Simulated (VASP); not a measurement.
# LiF (Fm-3m) in VASP: settings compared

LiF is run at these levels: PBE, LDA; tasks: single point.

Everything below comes from runs of VASP 6.6.1. Logs are shortened: lines on timing, memory, paths and dates and some standing lists are left out, and cuts for length are marked.

**1. The cell of the first run**

It takes space group Fm-3m (No. 225, cubic). The conventional cell has a = 3.942 Å, b = 3.942 Å, c = 3.942 Å, α = 90.00°, β = 90.00°, γ = 90.00°. Li (site symmetry m-3m) has 6 F at 1.97 Å within 2.6 Å. Within 2.6 Å of F (site symmetry m-3m) lie 6 Li at 1.97 Å.

**2. Single point, PBE (volume scaled by 0.91)**

Contents of INCAR:

```
PREC = Accurate
ENCUT = 520
EDIFF = 1E-6
ISMEAR = 0
SIGMA = 0.02
LREAL = F
LASPH = T
NELM = 60
ALGO = Normal
ISIF = 2
LWAVE = F
LCHARG = T
GGA = PE
LELF = T
LVHAR = T
NBANDS = 12
```

Contents of KPOINTS:

```
Automatic mesh
0
Gamma
  10 10 10
```

Contents of POSCAR:

```
LiF
1.0
    0.0000000000      1.9708979234      1.9708979234
    1.9708979234      0.0000000000      1.9708979234
    1.9708979234      1.9708979234      0.0000000000
Li F
1 1
Direct
    0.5000000000      0.5000000000      0.5000000000
    0.0000000000      0.0000000000      0.0000000000
```

Potentials or basis: VASP PAW PBE potentials, release 64 (Li_sv, F).

Run with:

```bash
$ cat potpaw_PBE.64/Li_sv/POTCAR potpaw_PBE.64/F/POTCAR > POTCAR
$ mpirun -np 1 vasp_std > vasp.out
```

OUTCAR:

```text
PREC = Accurate
   ENCUT = 520
   EDIFF = 1E-6
   ISMEAR = 0
   LREAL = F
   LASPH = T
   NELM = 60
   ISIF = 2
   GGA = PE

 ion  position               nearest neighbor table
   1  0.500  0.500  0.500-   2 1.97   2 1.97   2 1.97   2 1.97   2 1.97   2 1.97
   2  0.000  0.000  0.000-   1 1.97   1 1.97   1 1.97   1 1.97   1 1.97   1 1.97

  LATTYP: Found a face centered cubic cell.
 ALAT       =     3.9417958468

  Lattice vectors:

 A1 = (   0.0000000000,   1.9708979234,   1.9708979234)
 A2 = (   1.9708979234,   0.0000000000,   1.9708979234)
 A3 = (   1.9708979234,   1.9708979234,   0.0000000000)

Analysis of symmetry for initial positions (statically):
=====================================================================
 Subroutine PRICEL returns:
 Original cell was already a primitive cell.

 Routine SETGRP: Setting up the symmetry group for a
 face centered cubic supercell.

 Subroutine GETGRP returns: Found 48 space group operations
 (whereof 48 operations were pure point group operations)
 out of a pool of 48 trial point group operations.

The static configuration has the point symmetry O_h .

Analysis of symmetry for dynamics (positions and initial velocities):
=====================================================================
 Subroutine PRICEL returns:
 Original cell was already a primitive cell.

 Routine SETGRP: Setting up the symmetry group for a
 face centered cubic supercell.

 Subroutine GETGRP returns: Found 48 space group operations
 (whereof 48 operations were pure point group operations)
 out of a pool of 48 trial point group operations.

The dynamic configuration has the point symmetry O_h .

 Subroutine INISYM returns: Found 48 space group operations
 (whereof 48 operations are pure point group operations),
 and found     1 'primitive' translations

----------------------------------------------------------------------------------------

                                     Primitive cell

  volume of cell :      15.3117

  direct lattice vectors                    reciprocal lattice vectors
     0.000000000  1.970897923  1.970897923    -0.253691474  0.253691474  0.253691474
     1.970897923  0.000000000  1.970897923     0.253691474 -0.253691474  0.253691474
     1.970897923  1.970897923  0.000000000     0.253691474  0.253691474 -0.253691474

  length of vectors
     2.787270573  2.787270573  2.787270573     0.439406523  0.439406523  0.439406523

  position of ions in fractional coordinates (direct lattice)
     0.500000000  0.500000000  0.500000000
     0.000000000  0.000000000  0.000000000

  ion indices of the primitive-cell ions
   primitive index   ion index
                 1           1
                 2           2

----------------------------------------------------------------------------------------

 KPOINTS: Automatic mesh

Automatic generation of k-mesh.
 Grid dimensions read from file:
 generate k-points for:   10   10   10

 Generating k-lattice:

  Cartesian coordinates                     Fractional coordinates (reciprocal lattice)
    -0.025369147  0.025369147  0.025369147     0.100000000  0.000000000  0.000000000
     0.025369147 -0.025369147  0.025369147     0.000000000  0.100000000  0.000000000
     0.025369147  0.025369147 -0.025369147     0.000000000  0.000000000  0.100000000

  Length of vectors
     0.043940652  0.043940652  0.043940652

  Shift w.r.t. Gamma in fractional coordinates (k-lattice)
     0.000000000  0.000000000  0.000000000

 Subroutine IBZKPT returns following result:
 ===========================================

 Found     47 irreducible k-points:

 Following reciprocal coordinates:
            Coordinates               Weight
  0.000000  0.000000  0.000000      1.000000
  0.100000  0.000000  0.000000      8.000000
  0.200000  0.000000  0.000000      8.000000
  0.300000  0.000000  0.000000      8.000000
  0.400000  0.000000  0.000000      8.000000
  0.500000  0.000000  0.000000      4.000000
[... 16 lines left out ...]
  0.300000  0.300000  0.000000      6.000000
  0.400000  0.300000  0.000000     24.000000
 [... further k-points ...]
   k-points           NKPTS =     47   k-points in BZ     NKDIM =     47   number of bands    NBANDS=     12
   number of dos      NEDOS =    301   number of ions     NIONS =      2
   total plane-waves  NPLWV =  13824
   dimension x,y,z NGX =    24 NGY =   24 NGZ =   24
   dimension x,y,z NGXF=    48 NGYF=   48 NGZF=   48
   ions per type =               1   1
   NGX,Y,Z   is equivalent  to a cutoff of  14.31, 14.31, 14.31 a.u.
   NGXF,Y,Z  is equivalent  to a cutoff of  28.63, 28.63, 28.63 a.u.
 SYSTEM =  unknown system
   PREC   = accura    normal or accurate (medium, high low for compatibility)
   ISTART =      0    job   : 0-new  1-cont  2-samecut
   ICHARG =      2    charge: 1-file 2-atom 10-const
   ISPIN  =      1    spin polarized calculation?
   LNONCOLLINEAR =      F non collinear calculations
   LSORBIT =      F    spin-orbit coupling
   LASPH  =      T    aspherical Exc in radial PAW
   ENCUT  =  520.0 eV  38.22 Ry    6.18 a.u.   5.18  5.18  5.18*2*pi/ulx,y,z
   NELM   =     60;   NELMIN=  2; NELMDL= -5     # of ELM steps
   EDIFF  = 0.1E-05   stopping-criterion for ELM
   LREAL  =      F    real-space projection
   EDIFFG = 0.1E-04   stopping-criterion for IOM
   NSW    =      0    number of steps for IOM
   IBRION =     -1    ionic relax: 0-MD 1-quasi-New 2-CG
   NFREE  =      0    steps in history (QN), initial steepest desc. (CG)
   ISIF   =      2    stress and relaxation
   ISYM   =      2    0-nonsym 1-usesym 2-fastsym
   POTIM  = 0.5000    time-step for ionic-motion
   TEBEG  =    0.0;   TEEND  =   0.0 temperature during run
   PSTRESS=    0.0 pullay stress
   NELECT =      10.0000    total number of electrons
   NUPDOWN=      -1.0000    fix difference up-down
   EMIN   =  10.00;   EMAX   =-10.00  energy-range for DOS
   EFERMI =   0.00;   METHOD = LEGACY
   ISMEAR =     0;   SIGMA  =   0.02  broadening in eV -4-tet -1-fermi 0-gaus
   EFERMI_NEDOS =   21; number of points for ismear=-14 and -15
   IALGO  =     38    algorithm
   IMIX   =      4    mixing-type and parameters
     AMIX     =   0.40;   BMIX     =  1.00
     AMIX_MAG =   1.60;   BMIX_MAG =  1.00
  volume/ion in A,a.u.               =       7.66        51.66
  Fermi-wavevector in a.u.,A,eV,Ry     =   1.420367  2.684105 27.448986  2.017444
  Thomas-Fermi vector in A             =   2.541290
   LORBIT       =      0    0 simple, 1 ext, 2 COOP (PROOUT), +10 PAW based schemes
   GGA     = PE    functional components
   LHFCALC =     F    Hartree Fock is set to
   AEXX    =    0.0000 exact exchange contribution
   IVDW    =     0    specifies the selected vdW correction
   LEPSILON=     F    determine dielectric tensor
   LRPA    =     F    only Hartree local field effects (RPA)
 non-spin polarized calculation
 Gauss-broadening in eV      SIGMA  =   0.02
  energy-cutoff  :      520.00
  volume of cell :       15.31
 maximum number of plane-waves:       424
 NGX is ok and might be reduce to    24
   NGX = 11   NGY = 11   NGZ = 11

 number of electron      10.0000003 magnetization

 Free energy of the ion-electron system (eV)
  ---------------------------------------------------
  ext. energy  EPLUGINS =         0.00000000
  ---------------------------------------------------
  free energy    TOTEN  =        -9.60644173 eV

  energy without entropy =       -9.60644173  energy(sigma->0) =       -9.60644173

 E-fermi :  -0.3132     XC(G=0): -10.3028

 val. band max:       -0.6082092533   @ k =   0.0000   0.0000   0.0000
 cond. band min:       9.0826720627   @ k =   0.0000   0.0000   0.0000
 fundamental gap:      9.6908813159
 Fermi energy:        -0.3132444643

 k-point     1 :       0.0000    0.0000    0.0000
  band No.  band energies     occupation
      1     -41.3957      2.00000
      2     -20.7681      2.00000
      3      -0.6082      2.00000
      4      -0.6082      2.00000
      5      -0.6082      2.00000
      6       9.0827      0.00000
      7      24.2285      0.00000
      8      24.2285      0.00000
      9      24.2285      0.00000
     10      24.3613      0.00000
     11      24.3613      0.00000
     12      24.3613      0.00000

 k-point     2 :       0.1000    0.0000    0.0000
  band No.  band energies     occupation
      1     -41.3883      2.00000
      2     -20.7252      2.00000
      3      -0.9158      2.00000
      4      -0.6336      2.00000
      5      -0.6336      2.00000
      6       9.3728      0.00000
      7      21.3009      0.00000
      8      22.8375      0.00000
      9      22.8375      0.00000
     10      25.5025      0.00000
     11      25.5025      0.00000
     12      25.6494      0.00000

 k-point     3 :       0.2000    0.0000    0.0000
  band No.  band energies     occupation
      1     -41.3689      2.00000
      2     -20.6093      2.00000
      3      -1.6564      2.00000
      4      -0.6986      2.00000
      5      -0.6986      2.00000
      6       9.9964      0.00000
      7      18.7835      0.00000
      8      21.2645      0.00000
      9      21.2645      0.00000
     10      26.6915      0.00000
     11      26.8960      0.00000
     12      26.8960      0.00000

 k-point     4 :       0.3000    0.0000    0.0000
  band No.  band energies     occupation
      1     -41.3451      2.00000
      2     -20.4604      2.00000
      3      -2.4812      2.00000
      4      -0.7760      2.00000
      5      -0.7760      2.00000
      6      10.4659      0.00000
      7      17.3636      0.00000
      8      19.9488      0.00000
      9      19.9488      0.00000
     10      28.1378      0.00000
     11      28.6888      0.00000
     12      28.6889      0.00000

 k-point     5 :       0.4000    0.0000    0.0000
  band No.  band energies     occupation
      1     -41.3258      2.00000
      2     -20.3341      2.00000
      3      -3.0990      2.00000
      4      -0.8365      2.00000
      5      -0.8365      2.00000
      6      10.5509      0.00000
      7      16.9424      0.00000
      8      19.0999      0.00000
      9      19.0999      0.00000
     10      29.8237      0.00000
     11      30.5919      0.00000
     12      30.5919      0.00000
[... 228 lines left out ...]
      1     -41.3199      2.00000
      2     -20.2553      2.00000
      3      -2.7696      2.00000
      4      -1.8754      2.00000
      5      -0.8763      2.00000
      6      11.8138      0.00000
      7      15.8244      0.00000
      8      19.3773      0.00000
      9      19.5944      0.00000
     10      29.3116      0.00000
     11      29.3618      0.00000
     12      29.9091      0.00000

 k-point    22 :      -0.2000    0.2000    0.0000
  band No.  band energies     occupation
      1     -41.3376      2.00000
      2     -20.3920      2.00000
      3      -2.3279      2.00000
      4      -1.5640      2.00000
      5      -0.7288      2.00000
      6      11.2110      0.00000
      7      16.5609      0.00000
      8      19.9600      0.00000
      9      19.9656      0.00000
     10      27.4326      0.00000
     11      27.9578      0.00000
     12      30.6327      0.00000

 k-point    23 :       0.3000    0.3000    0.0000
  band No.  band energies     occupation
      1     -41.3311      2.00000
      2     -20.2972      2.00000
      3      -2.6695      2.00000
      4      -1.3380      2.00000
      5      -1.3380      2.00000
      6      12.2836      0.00000
      7      17.6923      0.00000
      8      19.1165      0.00000
      9      20.5381      0.00000
     10      20.5381      0.00000
     11      35.0674      0.00000
     12      35.4361      0.00000

 k-point    24 :       0.4000    0.3000    0.0000
  band No.  band energies     occupation
      1     -41.3168      2.00000
      2     -20.1701      2.00000
      3      -3.1315      2.00000
      4      -1.5683      2.00000
      5      -1.4458      2.00000
      6      13.0961      0.00000
      7      16.5847      0.00000
      8      18.6363      0.00000
      9      20.2848      0.00000
     10      21.3588      0.00000
     11      34.8279      0.00000
     12      35.4750      0.00000

 [... further k-points ...]
[... 5 lines left out ...]
  --------------------------------------------------------------------------------------
  -------------------------------------------------------------------------------------
  Total        0.6955568      0.6955568      0.6955568      0.0000000      0.0000000     -0.0000000
  in kB       72.7814647     72.7814647     72.7814647      0.0000000      0.0000000     -0.0000000
  external PRESSURE =      72.7814647 kB  Pullay stress =       0.0000000 kB

 VOLUME and BASIS-vectors are now :
 -----------------------------------------------------------------------------
  energy-cutoff  :      520.00
  volume of cell :       15.31
      direct lattice vectors                 reciprocal lattice vectors
     0.000000000  1.970897923  1.970897923    -0.253691474  0.253691474  0.253691474
     1.970897923  0.000000000  1.970897923     0.253691474 -0.253691474  0.253691474
     1.970897923  1.970897923  0.000000000     0.253691474  0.253691474 -0.253691474

 POSITION                                       TOTAL-FORCE (eV/Angst)
 -----------------------------------------------------------------------------------
      1.97090      1.97090      1.97090         0.000000      0.000000      0.000000
      0.00000      0.00000      0.00000        -0.000000      0.000000     -0.000000
 -----------------------------------------------------------------------------------
    total drift:                                0.000000     -0.000000     -0.000000

  FREE ENERGIE OF THE ION-ELECTRON SYSTEM (eV)
  ---------------------------------------------------
  free  energy   TOTEN  =        -9.6064417335 eV

  energy  without entropy=       -9.6064417335  energy(sigma->0) =       -9.60644173
```

It took 6.5 s on 1 thread of AMD EPYC 9R45 (Zen 5), shared host; peak memory 0.1 GiB.

What came out:

- Free energy: -9.6064 eV
- Band gap on the k mesh: 9.69 eV, direct

Caveat: the cutoff is under 1.25 times the usual one of these potentials, so pressure, stress and relaxed cells hold a basis-set (Pulay) error.

(Continued in part 2 of 2.)
